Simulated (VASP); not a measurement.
**In2BiP: single point with PBE**

The system is In2BiP.

```
CELL_PARAMETERS angstrom
4.56215 0.00000 0.00000
0.00000 4.56215 0.00000
0.00000 0.00000 12.96263
ATOMIC_POSITIONS crystal
P 0.50000 0.00000 0.10745
P 0.00000 0.50000 0.89255
In 0.50000 0.50000 0.00000
In 0.00000 0.00000 0.78417
In 0.50000 0.50000 0.50000
In 0.00000 0.00000 0.21583
Bi 0.50000 0.00000 0.64166
Bi 0.00000 0.50000 0.35834
```

```json
{"Program": "VASP 6.6.1", "Task": "single point", "Functional": "PBE", "Potentials or basis": "VASP PAW PBE potentials, release 64 (P, In_d, Bi_d)", "Cutoff": "520 eV", "k mesh": "6 × 6 × 2", "Occupations": "fermi-dirac, width 0.02 eV", "Spin": "no spin polarisation"}
```

The pressure is -1.2 GPa and the largest force is 0.006 eV/Å. The band gap on the k mesh is zero (bands 46 and 47 overlap by 0.01 eV).

Forces in eV/Å, atoms in the order of the input:
```
P    0.000  0.000 -0.006
P    0.000  0.000  0.006
In   0.000  0.000  0.000
In   0.000  0.000 -0.003
In   0.000  0.000  0.000
In   0.000  0.000  0.003
Bi   0.000  0.000 -0.003
Bi   0.000  0.000  0.003
```

Levels at points of the mesh, in eV from the Fermi level:
| k point | band 42 | band 43 | band 44 | band 45 | band 46 | band 47 | band 48 | band 49 | band 50 | band 51 |
| --- | --- | --- | --- | --- | --- | --- | --- | --- | --- | --- |
| (0.00, 0.00, 0.00) | -1.42 | -1.07 | -1.07 | -0.42 | 0.01 | 0.01 | 0.83 | 1.16 | 1.51 | 1.99 |
| (0.50, 0.00, 0.00) | -1.91 | -1.21 | -1.19 | -0.40 | -0.39 | 0.01 | 0.05 | 1.62 | 1.63 | 3.68 |
| (0.50, 0.50, 0.00) | -2.79 | -2.23 | -2.22 | -2.17 | -2.17 | 1.15 | 1.15 | 1.36 | 1.36 | 2.94 |
| (0.00, 0.00, 0.50) | -1.89 | -0.86 | -0.86 | -0.16 | -0.16 | 0.58 | 0.81 | 0.94 | 1.19 | 1.83 |
| (0.50, 0.00, 0.50) | -1.99 | -1.95 | -1.91 | -0.40 | -0.39 | 0.73 | 0.79 | 1.11 | 1.15 | 3.36 |
| (0.50, 0.50, 0.50) | -2.61 | -2.45 | -2.37 | -2.26 | -2.26 | 1.60 | 1.60 | 1.80 | 1.93 | 2.16 |

It took 5.9 min on 1 thread of Intel(R) Xeon(R) Platinum 8259CL CPU @ 2.50GHz (Skylake/Cascade Lake), on a shared host, peak memory 0.49 GiB.

Caveat: spin-orbit coupling is left out, which moves the levels of the heavy elements.
